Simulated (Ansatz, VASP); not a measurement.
# TiAl in VASP and in Ansatz

The input INCAR:

```
SYSTEM = TiAl
PREC = Accurate
ENCUT = 520
EDIFF = 1E-6
ISMEAR = 0
SIGMA = 0.1
LREAL = .FALSE.
LASPH = .TRUE.
NELM = 60
ALGO = Normal
ISIF = 2
LWAVE = .FALSE.
LCHARG = .TRUE.
GGA = PE
LELF = .TRUE.
LVHAR = .TRUE.
NBANDS = 14
```

Contents of KPOINTS:

```
Automatic mesh
0
G
  18 18 10
  0 0 0
```

Contents of POSCAR:

```
TiAl
1.0
    2.9720893399      0.0000000000      0.0000000000
   -1.4860446699      2.5739048707      0.0000000000
    0.0000000000      0.0000000000      4.9192849595
Ti Al
1 1
Direct
    0.0000000000      0.0000000000      0.0000000000
    0.3333333333      0.6666666667      0.5000000000
```

Input for Ansatz:

```yaml
crystal:
  lattice:
    - [2.9720893399, 0.0, 0.0]
    - [-1.4860446699, 2.5739048707, 0.0]
    - [0.0, 0.0, 4.9192849595]
  atoms:
    - { symbol: Ti, position: [0.0, 0.0, 0.0] }
    - { symbol: Al, position: [0.3333333333, 0.6666666667, 0.5] }
basis:
  ecutwfc: 420
kpoints:
  mp_grid: { grid: [18, 18, 10] }
hamiltonian:
  xc: pbe
scf:
  occupations: { method: gaussian, width: 0.1 }
output:
  forces: true
  stress: true
  eigenvalues: true
```

Alike in both runs: task single point; functional PBE; k mesh 18 × 18 × 10; occupations gaussian, width 0.1 eV; no spin polarisation.

```csv
,VASP,Ansatz
version,VASP 6.6.1,Ansatz 0.2.0
potentials or method,"VASP PAW PBE potentials, release 64 (Ti_sv, Al), cutoff 520 eV","scalar-relativistic, plane waves, PAW"
valence electrons in the cell,15,15
```

|  | VASP | Ansatz | Ansatz less VASP |
| --- | --- | --- | --- |
| gap on the k mesh at the Fermi level (eV) | none | none | - |
| pressure (GPa) | -10.1 | -10.1 | +0.04 |
| traceless stress, the component that is largest in VASP (GPa) | -2.70 | -2.71 | -0.010 |

A gap of «none» marks a metal or a gap that the smearing closes.
